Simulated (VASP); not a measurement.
# GdN (Fm-3m) in VASP: single point with PBE

Aim: the single point of GdN with PBE.

Everything below comes from runs of VASP 6.6.1. Logs are shortened: lines on timing, memory, paths and dates and some standing lists are left out, and cuts for length are marked.

## 1. The cell of the first run

Symmetry: Fm-3m, No. 225, cubic system. The conventional cell has a = 5.050 Å, b = 5.050 Å, c = 5.050 Å, α = 90.00°, β = 90.00°, γ = 90.00°. Gd (site symmetry m-3m) has 6 N at 2.53 Å within 3.3 Å. N (site symmetry m-3m) has 6 Gd at 2.53 Å within 3.3 Å.

## 2. Single point, PBE, collinear spin, ferromagnetic start (16.10 Å³/atom)

INCAR reads:

```
PREC = Accurate
ENCUT = 520
EDIFF = 1E-6
ISMEAR = 0
SIGMA = 0.05
LREAL = F
LASPH = T
NELM = 150
ALGO = Normal
ISIF = 2
LWAVE = F
LCHARG = F
ISPIN = 2
MAGMOM = 7.56 0
LORBIT = 11
LMAXMIX = 6
GGA = PE
NBANDS = 22
```

KPOINTS reads:

```
Automatic mesh
0
Gamma
  12 12 12
```

POSCAR reads:

```
GdN
1.0
    0.0000000000      2.5250823332      2.5250823332
    2.5250823332      0.0000000000      2.5250823332
    2.5250823332      2.5250823332      0.0000000000
Gd N
1 1
Direct
    0.0000000000      0.0000000000      0.0000000000
    0.5000000000      0.5000000000      0.5000000000
```

Potentials or basis: VASP PAW PBE potentials, release 64 (Gd, N).

On the command line:

```
$ cat potpaw_PBE.64/Gd/POTCAR potpaw_PBE.64/N/POTCAR > POTCAR
$ mpirun -np 1 vasp_std > vasp.out
```

OUTCAR:

```text
PREC = Accurate
   ENCUT = 520
   EDIFF = 1E-6
   ISMEAR = 0
   LREAL = F
   LASPH = T
   NELM = 150
   ISIF = 2
   ISPIN = 2
   LORBIT = 11
   GGA = PE

 ion  position               nearest neighbor table
   1  0.000  0.000  0.000-   2 2.53   2 2.53   2 2.53   2 2.53   2 2.53   2 2.53
   2  0.500  0.500  0.500-   1 2.53   1 2.53   1 2.53   1 2.53   1 2.53   1 2.53

  LATTYP: Found a face centered cubic cell.
 ALAT       =     5.0501646664

  Lattice vectors:

 A1 = (   0.0000000000,   2.5250823332,   2.5250823332)
 A2 = (   2.5250823332,   0.0000000000,   2.5250823332)
 A3 = (   2.5250823332,   2.5250823332,   0.0000000000)

Analysis of symmetry for initial positions (statically):
=====================================================================
 Subroutine PRICEL returns:
 Original cell was already a primitive cell.

 Routine SETGRP: Setting up the symmetry group for a
 face centered cubic supercell.

 Subroutine GETGRP returns: Found 48 space group operations
 (whereof 48 operations were pure point group operations)
 out of a pool of 48 trial point group operations.

The static configuration has the point symmetry O_h .

Analysis of symmetry for dynamics (positions and initial velocities):
=====================================================================
 Subroutine PRICEL returns:
 Original cell was already a primitive cell.

 Routine SETGRP: Setting up the symmetry group for a
 face centered cubic supercell.

 Subroutine GETGRP returns: Found 48 space group operations
 (whereof 48 operations were pure point group operations)
 out of a pool of 48 trial point group operations.

The dynamic configuration has the point symmetry O_h .

Analysis of structural, dynamic, and magnetic symmetry:
=====================================================================
 Subroutine PRICEL returns:
 Original cell was already a primitive cell.

 Routine SETGRP: Setting up the symmetry group for a
 face centered cubic supercell.

 Subroutine GETGRP returns: Found 48 space group operations
 (whereof 48 operations were pure point group operations)
 out of a pool of 48 trial point group operations.

The overall configuration has the point symmetry O_h .

 Subroutine INISYM returns: Found 48 space group operations
 (whereof 48 operations are pure point group operations),
 and found     1 'primitive' translations

----------------------------------------------------------------------------------------

                                     Primitive cell

  volume of cell :      32.2001

  direct lattice vectors                    reciprocal lattice vectors
     0.000000000  2.525082333  2.525082333    -0.198013345  0.198013345  0.198013345
     2.525082333  0.000000000  2.525082333     0.198013345 -0.198013345  0.198013345
     2.525082333  2.525082333  0.000000000     0.198013345  0.198013345 -0.198013345

  length of vectors
     3.571005682  3.571005682  3.571005682     0.342969175  0.342969175  0.342969175

  position of ions in fractional coordinates (direct lattice)
     0.000000000  0.000000000  0.000000000
     0.500000000  0.500000000  0.500000000

  ion indices of the primitive-cell ions
   primitive index   ion index
                 1           1
                 2           2

----------------------------------------------------------------------------------------

 KPOINTS: Automatic mesh

Automatic generation of k-mesh.
 Grid dimensions read from file:
 generate k-points for:   12   12   12

 Generating k-lattice:

  Cartesian coordinates                     Fractional coordinates (reciprocal lattice)
    -0.016501112  0.016501112  0.016501112     0.083333333  0.000000000  0.000000000
     0.016501112 -0.016501112  0.016501112     0.000000000  0.083333333  0.000000000
     0.016501112  0.016501112 -0.016501112     0.000000000  0.000000000  0.083333333

  Length of vectors
     0.028580765  0.028580765  0.028580765

  Shift w.r.t. Gamma in fractional coordinates (k-lattice)
     0.000000000  0.000000000  0.000000000

 Subroutine IBZKPT returns following result:
 ===========================================

 Found     72 irreducible k-points:

 Following reciprocal coordinates:
            Coordinates               Weight
  0.000000  0.000000  0.000000      1.000000
  0.083333  0.000000  0.000000      8.000000
  0.166667  0.000000  0.000000      8.000000
  0.250000  0.000000  0.000000      8.000000
  0.333333  0.000000  0.000000      8.000000
  0.416667  0.000000  0.000000      8.000000
[... 16 lines left out ...]
  0.500000  0.166667  0.000000     24.000000
 -0.416667  0.166667  0.000000     24.000000
 [... further k-points ...]
   k-points           NKPTS =     72   k-points in BZ     NKDIM =     72   number of bands    NBANDS=     22
   number of dos      NEDOS =    301   number of ions     NIONS =      2
   total plane-waves  NPLWV =  21952
   dimension x,y,z NGX =    28 NGY =   28 NGZ =   28
   dimension x,y,z NGXF=    56 NGYF=   56 NGZF=   56
   ions per type =               1   1
   NGX,Y,Z   is equivalent  to a cutoff of  13.04, 13.04, 13.04 a.u.
   NGXF,Y,Z  is equivalent  to a cutoff of  26.07, 26.07, 26.07 a.u.
 SYSTEM =  unknown system
   PREC   = accura    normal or accurate (medium, high low for compatibility)
   ISTART =      0    job   : 0-new  1-cont  2-samecut
   ICHARG =      2    charge: 1-file 2-atom 10-const
   ISPIN  =      2    spin polarized calculation?
   LNONCOLLINEAR =      F non collinear calculations
   LSORBIT =      F    spin-orbit coupling
   LASPH  =      T    aspherical Exc in radial PAW
   ENCUT  =  520.0 eV  38.22 Ry    6.18 a.u.   6.64  6.64  6.64*2*pi/ulx,y,z
   NELM   =    150;   NELMIN=  2; NELMDL= -5     # of ELM steps
   EDIFF  = 0.1E-05   stopping-criterion for ELM
   LREAL  =      F    real-space projection
   EDIFFG = 0.1E-04   stopping-criterion for IOM
   NSW    =      0    number of steps for IOM
   IBRION =     -1    ionic relax: 0-MD 1-quasi-New 2-CG
   NFREE  =      0    steps in history (QN), initial steepest desc. (CG)
   ISIF   =      2    stress and relaxation
   ISYM   =      2    0-nonsym 1-usesym 2-fastsym
   POTIM  = 0.5000    time-step for ionic-motion
   TEBEG  =    0.0;   TEEND  =   0.0 temperature during run
   PSTRESS=    0.0 pullay stress
   NELECT =      23.0000    total number of electrons
   NUPDOWN=      -1.0000    fix difference up-down
   EMIN   =  10.00;   EMAX   =-10.00  energy-range for DOS
   EFERMI =   0.00;   METHOD = LEGACY
   ISMEAR =     0;   SIGMA  =   0.05  broadening in eV -4-tet -1-fermi 0-gaus
   EFERMI_NEDOS =   21; number of points for ismear=-14 and -15
   IALGO  =     38    algorithm
   IMIX   =      4    mixing-type and parameters
     AMIX     =   0.40;   BMIX     =  1.00
     AMIX_MAG =   1.60;   BMIX_MAG =  1.00
  volume/ion in A,a.u.               =      16.10       108.65
  Fermi-wavevector in a.u.,A,eV,Ry     =   1.463407  2.765439 29.137708  2.141561
  Thomas-Fermi vector in A             =   2.579506
   LORBIT       =     11    0 simple, 1 ext, 2 COOP (PROOUT), +10 PAW based schemes
   GGA     = PE    functional components
   LHFCALC =     F    Hartree Fock is set to
   AEXX    =    0.0000 exact exchange contribution
   IVDW    =     0    specifies the selected vdW correction
   LEPSILON=     F    determine dielectric tensor
   LRPA    =     F    only Hartree local field effects (RPA)
 spin polarized calculation
 Gauss-broadening in eV      SIGMA  =   0.05
  energy-cutoff  :      520.00
  volume of cell :       32.20
 maximum number of plane-waves:       893
   NGX = 13   NGY = 13   NGZ = 13

 number of electron      22.9999997 magnetization       6.9997236

 Free energy of the ion-electron system (eV)
  ---------------------------------------------------
  ext. energy  EPLUGINS =         0.00000000
  ---------------------------------------------------
  free energy    TOTEN  =       -23.19647514 eV

  energy without entropy =      -23.19637479  energy(sigma->0) =      -23.19642497

 E-fermi :   3.7028     XC(G=0): -11.3766

 val. band max:        3.7024863343   @ k =   0.0833   0.0833   0.0000
 cond. band min:       3.8592575183   @ k =   0.3333   0.3333   0.0000
 fundamental gap:      0.1567711840
 Fermi energy:         3.7027625456

 spin component 1

 k-point     1 :       0.0000    0.0000    0.0000
  band No.  band energies     occupation
      1     -40.2026      1.00000
      2     -17.2290      1.00000
      3     -17.2290      1.00000
      4     -17.2290      1.00000
      5      -9.2483      1.00000
      6      -0.0121      1.00000
[... 14 lines left out ...]
     21       8.1814      0.00000
     22      14.2018      0.00000
[... 552 lines left out ...]
  band No.  band energies     occupation
      1     -40.1183      1.00000
      2     -18.1222      1.00000
      3     -17.4804      1.00000
      4     -17.3455      1.00000
      5      -7.9281      1.00000
      6      -0.1559      1.00000
[... 14 lines left out ...]
     21      13.4678      0.00000
     22      15.3469      0.00000

 [... further k-points ...]

 spin component 2

 k-point     1 :       0.0000    0.0000    0.0000
  band No.  band energies     occupation
      1     -37.0981      1.00000
      2     -14.9835      1.00000
      3     -14.9835      1.00000
      4     -14.9835      1.00000
      5      -9.2487      1.00000
      6       2.8636      1.00000
[... 14 lines left out ...]
     21       9.1337      0.00000
     22      15.0872      0.00000
[... 552 lines left out ...]
  band No.  band energies     occupation
      1     -36.9883      1.00000
      2     -16.1695      1.00000
      3     -15.2946      1.00000
      4     -15.1205      1.00000
      5      -7.8073      1.00000
      6       0.2576      1.00000
[... 14 lines left out ...]
     21      14.5443      0.00000
     22      16.2166      0.00000

 [... further k-points ...]

------------------------ aborting loop because EDIFF is reached ----------------------------------------

  FORCE on cell =-STRESS in cart. coord.  units (eV):
  Direction    XX          YY          ZZ          XY          YZ          ZX
  --------------------------------------------------------------------------------------
  -------------------------------------------------------------------------------------
  Total       -1.0718792     -1.0718792     -1.0718792      0.0000000      0.0000000      0.0000000
  in kB      -53.3334658    -53.3334658    -53.3334658      0.0000000      0.0000000      0.0000000
  external PRESSURE =     -53.3334658 kB  Pullay stress =       0.0000000 kB

 VOLUME and BASIS-vectors are now :
 -----------------------------------------------------------------------------
  energy-cutoff  :      520.00
  volume of cell :       32.20
      direct lattice vectors                 reciprocal lattice vectors
     0.000000000  2.525082333  2.525082333    -0.198013345  0.198013345  0.198013345
     2.525082333  0.000000000  2.525082333     0.198013345 -0.198013345  0.198013345
     2.525082333  2.525082333  0.000000000     0.198013345  0.198013345 -0.198013345

 POSITION                                       TOTAL-FORCE (eV/Angst)
 -----------------------------------------------------------------------------------
      0.00000      0.00000      0.00000         0.000000     -0.000000      0.000000
      2.52508      2.52508      2.52508        -0.000000      0.000000     -0.000000
 -----------------------------------------------------------------------------------
    total drift:                                0.000000      0.000000      0.000000

  FREE ENERGIE OF THE ION-ELECTRON SYSTEM (eV)
  ---------------------------------------------------
  free  energy   TOTEN  =       -23.1964751367 eV

  energy  without entropy=      -23.1963747942  energy(sigma->0) =      -23.19642497

 total charge

# of ion       s       p       d       f       tot
--------------------------------------------------
    1        2.032   5.655   0.508   7.000  15.195
    2        1.248   2.364   0.000   0.000   3.612
--------------------------------------------------
tot          3.280   8.020   0.508   7.000  18.807

 magnetization (x)

# of ion       s       p       d       f       tot
--------------------------------------------------
    1       -0.006  -0.082   0.079   6.812   6.804
    2       -0.007  -0.074   0.000   0.000  -0.080
--------------------------------------------------
tot         -0.012  -0.155   0.079   6.812   6.724
```

Run time: 9 min. Hardware: 1 thread of Intel Xeon 8259CL, shared host; peak memory 0.25 GiB.

Results:

- Free energy: -23.1965 eV
- Pressure: -5.3 GPa
- Band gap on the k mesh: zero (filled and empty bands overlap)
- Net moment: 7.00 μB per cell
- Site moments: Gd +6.80; N -0.08 μB
- Valence electrons inside the program's atomic spheres: Gd 15.20; N 3.61

Levels at points of the mesh, in eV from the Fermi level:
Spin up:
| k point | band 13 | band 14 | band 15 | band 16 | band 17 | band 18 |
| --- | --- | --- | --- | --- | --- | --- |
| (0.00, 0.00, 0.00) | 0.19 | 0.19 | 0.19 | 2.45 | 2.45 | 2.45 |
| (0.50, 0.00, 0.00) | -3.36 | -2.47 | -2.47 | 4.91 | 5.65 | 5.65 |
| (0.50, 0.50, 0.00) | -1.54 | -0.39 | -0.27 | -0.27 | 6.16 | 6.26 |
Spin down:
```csv
k point,band 6,band 7,band 8,band 9,band 10,band 11
"(0.00, 0.00, 0.00)",-0.84,-0.84,-0.84,1.58,2.07,2.07
"(0.50, 0.00, 0.00)",-3.98,-2.35,-2.35,1.70,1.79,1.79
"(0.50, 0.50, 0.00)",-1.21,-0.83,-0.83,0.31,1.84,1.89
```

Caveat: the cell stands under tension; spin-orbit coupling is left out, which moves the levels of the heavy elements; a cell with one magnetic atom can't hold antiferromagnetic order, which such compounds often take; semilocal functionals describe open f shells poorly, which spoils levels, moments and volumes.

The gap in the log of VASP goes by the Fermi energy; the results here count the filled bands.